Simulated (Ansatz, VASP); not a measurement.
## Two plane-wave programs on Ti

```xyz
1
Lattice="0.0000 1.9002 2.2175 1.9002 0.0000 2.2175 1.9002 1.9002 0.0000" Properties=species:S:1:pos:R:3 pbc="T T T"
Ti    0.0000    0.0000    0.0000
```

Alike in both runs: task single point; functional LDA; k mesh 22 × 22 × 22; occupations gaussian, width 0.15 eV; no spin polarisation.

```csv
,VASP,Ansatz
version,VASP 6.6.1,Ansatz 0.2.0
potentials or method,"VASP PAW LDA potentials, release 64 (Ti_sv), cutoff 520 eV","scalar-relativistic, plane waves, PAW"
valence electrons in the cell,12,12
```

|  | VASP | Ansatz | Ansatz less VASP |
| --- | --- | --- | --- |
| gap on the k mesh at the Fermi level (eV) | none | none | - |
| pressure (GPa) | -0.6 | -0.4 | +0.14 |
| traceless stress, the component that is largest in VASP (GPa) | -2.31 | -2.28 | +0.028 |

Ansatz warns that its potentials were made for another functional, while VASP's fit it. LDA's correlation is that of Perdew and Zunger in VASP and of Perdew and Wang (1992) in Ansatz. A gap of «none» marks a metal or a gap that the smearing closes.
